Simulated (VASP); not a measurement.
BAs: dielectric tensor with LDA

Crystal: BAs.

```
CELL_PARAMETERS angstrom
0.00000 2.38850 2.38850
2.38850 0.00000 2.38850
2.38850 2.38850 0.00000
ATOMIC_POSITIONS crystal
As 0.75000 0.75000 0.75000
B 0.00000 0.00000 0.00000
```

```
Program                : VASP 6.6.1
Task                   : dielectric tensor
Functional             : LDA
Potentials or basis    : VASP PAW LDA potentials, release 64 (As, B)
Cutoff                 : 520 eV
k mesh                 : 10 × 10 × 10
Occupations            : gaussian, width 0.01 eV
Spin                   : no spin polarisation
Dipole correction      : no
Further INCAR settings : ALGO = Normal; EDIFF = 1e-08
```

```yaml
Band_gap_on_the_k_mesh: 1.12 eV (least direct gap 3.25 eV)
Electronic_dielectric_tensor_diagonal: 9.85
Born_charges_mean_of_the_diagonal: As +0.49; B -0.49 e
```

Levels at points of the mesh, in eV from the valence-band top:
```tsv
k point	band 1	band 2	band 3	band 4	band 5	band 6	band 7	band 8
(0.00, 0.00, 0.00)	-15.38	0.00	0.00	0.00	3.25	3.25	3.25	4.69
(0.50, 0.00, 0.00)	-12.52	-8.76	-1.82	-1.82	2.69	4.75	4.75	8.69
(0.50, 0.50, 0.00)	-11.24	-8.43	-4.08	-4.08	1.34	1.41	11.23	11.23
```

Electronic dielectric tensor:
```
9.85 0.00 0.00
0.00 9.85 0.00
0.00 0.00 9.85
```

Born effective charge tensors (e):
atom 1, As
```
0.49 0.00 0.00
0.00 0.49 0.00
0.00 0.00 0.49
```
atom 2, B
```
-0.49  0.00  0.00
 0.00 -0.49  0.00
 0.00  0.00 -0.49
```

It took 4.5 min on 1 thread of Intel Xeon 8259CL, on a shared host, peak memory 0.24 GiB.

A k mesh can miss the band edges. LDA gaps usually lie below the measured ones, often by a third to a half.
